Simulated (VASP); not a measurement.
**Zr: single point with PBE**

Crystal: Zr.

```
Zr
1.0
     3.23200    0.00000    0.00000
    -1.61600    2.79899    0.00000
     0.00000    0.00000    5.14700
Zr
2
Cartesian
  1.6160 0.9330 3.8603
  0.0000 1.8660 1.2868
```

```
Program                : VASP 6.6.1
Task                   : single point
Functional             : PBE
Potentials or basis    : VASP PAW PBE potentials, release 64 (Zr_sv)
Cutoff                 : 520 eV
k mesh                 : 9 × 9 × 5
Occupations            : gaussian, width 0.023 eV
Spin                   : no spin polarisation
Dipole correction      : no
Further INCAR settings : ALGO = Fast; EDIFF = 1e-07; NBANDS = 19
```

| Property | Result |
| --- | --- |
| Pressure | 0.6 GPa |
| Band gap on the k mesh | zero (bands 12 and 13 overlap by 1.12 eV) |

Stress tensor (GPa, compression positive):
```
0.23 0.00 0.00
0.00 0.23 0.00
0.00 0.00 1.32
```

Levels at points of the mesh, in eV from the Fermi level:
| k point | band 10 | band 11 | band 12 | band 13 | band 14 | band 15 |
| --- | --- | --- | --- | --- | --- | --- |
| (0.00, 0.00, 0.00) | -3.07 | 0.82 | 0.82 | 0.97 | 1.13 | 1.51 |

It took 83 s on 1 thread of Intel Xeon 8259CL (shared host), peak memory 0.17 GiB.
